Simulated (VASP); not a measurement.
AlCu3: single point with LDA

Crystal: AlCu3.

```
CELL_PARAMETERS angstrom
0.00000 2.86863 2.86863
2.86863 0.00000 2.86863
2.86863 2.86863 0.00000
ATOMIC_POSITIONS crystal
Al 0.00000 0.00000 0.00000
Cu 0.50000 0.50000 0.50000
Cu 0.25000 0.25000 0.25000
Cu 0.75000 0.75000 0.75000
```

```
Program                : VASP 6.6.1
Task                   : single point
Functional             : LDA
Potentials or basis    : VASP PAW LDA potentials, release 64 (Al, Cu)
Cutoff                 : 520 eV
k mesh                 : 7 × 7 × 7
Occupations            : fermi-dirac, width 0.1 eV
Spin                   : no spin polarisation
Dipole correction      : no
Further INCAR settings : ALGO = Normal; EDIFF = 1e-06; NBANDS = 26
```

The pressure is -2.7 GPa. The band gap on the k mesh is zero (band 18 reaches 12.52 eV, above the bottom of band 19 at 7.03 eV).

Levels at points of the mesh, in eV from the Fermi level:
```tsv
k point	band 15	band 16	band 17	band 18	band 19	band 20
(0.00, 0.00, 0.00)	-2.63	-2.63	3.75	3.75	3.75	4.18
```

It took 24 s on 1 thread of AMD EPYC 7R43 64-Core Processor (Zen 3), on a shared host, peak memory 0.12 GiB.
